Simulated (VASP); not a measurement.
Here is a VASP 6.6.1 calculation.

File INCAR:

```
PREC     = Accurate       # precision mode
ENCUT    = 520            # plane-wave cutoff, eV
EDIFF    = 1E-6           # SCF threshold, eV
ISMEAR   = 0              # smearing method
SIGMA    = 0.1            # smearing width, eV
LREAL    = F              # projectors in reciprocal space
LASPH    = T              # aspherical terms in the spheres
NELM     = 150            # most SCF steps
ALGO     = Fast           # electronic algorithm
ISIF     = 2              # what is computed and relaxed
LWAVE    = F              # write WAVECAR
LCHARG   = F              # write CHGCAR
ISPIN    = 2              # spin polarisation
MAGMOM   = -0.15 -0.15 -0.15 2.61 # initial moments
LORBIT   = 11             # projections on sites
LMAXMIX  = 4              # l up to which the mixer works
GGA      = PE             # functional
NBANDS   = 31             # bands
```

Contents of KPOINTS:

```
regular mesh
0
Gamma
  4 4 4
```

The input POSCAR:

```
Ca3Fe
1.0
    4.9830372899      0.0000000000      0.0000000000
    0.0000000000      4.9830372899      0.0000000000
    0.0000000000      0.0000000000      4.9830372899
Ca Fe
3 1
Direct
    0.0000000000      0.5000000000      0.5000000000
    0.5000000000      0.0000000000      0.5000000000
    0.5000000000      0.5000000000      0.0000000000
    0.0000000000      0.0000000000      0.0000000000
```

Potentials or basis: VASP PAW PBE potentials, release 64 (Ca_sv, Fe).

Run with:

```sh
$ cat potpaw_PBE.64/Ca_sv/POTCAR potpaw_PBE.64/Fe/POTCAR > POTCAR
$ mpirun -np 1 vasp_std > vasp.out
```

Problem. Estimate the site moments.

Solution. Ca -0.04; Fe +2.95 μB.

Problem. Predict the pressure.

Solution. 0.2 GPa.
